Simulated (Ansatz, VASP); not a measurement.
One calculation of Li16Cu, two programs

```
CELL_PARAMETERS angstrom
6.98000 0.00000 0.00000
0.00000 6.98000 0.00000
0.00000 0.00000 6.98000
ATOMIC_POSITIONS crystal
Li 0.04140 0.98524 0.99532
Li 0.43366 0.03298 0.98483
Li 0.97298 0.54748 0.98998
Li 0.02317 0.01229 0.47213
Li 0.23828 0.29787 0.22980
Li 0.52785 0.53169 0.98884
Li 0.48804 0.02076 0.46601
Li 0.75674 0.23211 0.21862
Li 0.99215 0.46557 0.52270
Li 0.27074 0.72547 0.26368
Li 0.23617 0.27571 0.75892
Li 0.51418 0.45233 0.52183
Li 0.75903 0.69331 0.32775
Li 0.75648 0.20451 0.77921
Li 0.26366 0.74019 0.71578
Li 0.74965 0.77913 0.71933
Cu 0.72112 0.87696 0.05342
```

Alike in both runs: functional PBE; k mesh 3 × 3 × 3; occupations fermi-dirac, width 0.1 eV; no spin polarisation.

Ansatz relaxed the structure, and its values are those at the end. VASP's run is a single point on that final structure, the one shown.

```csv
,VASP,Ansatz
version,VASP 6.6.1,Ansatz 0.2.0
potentials or method,"VASP PAW PBE potentials, release 64 (Li_sv, Cu), cutoff 520 eV","scalar-relativistic, plane waves, PAW"
valence electrons in the cell,59,67
```

|  | VASP | Ansatz | Ansatz less VASP |
| --- | --- | --- | --- |
| rms of the force components (eV/Å) | 0.021 | 0.021 | 0.0000 |

With one functional, cell and mesh, what is left measures potentials, basis and numerics. VASP's potentials hold 59 valence electrons a cell and Ansatz's 67, so a difference there can come from the potentials and not from the codes.

Noted on VASP's run: the cutoff is short for stress, so the pressure is rough.
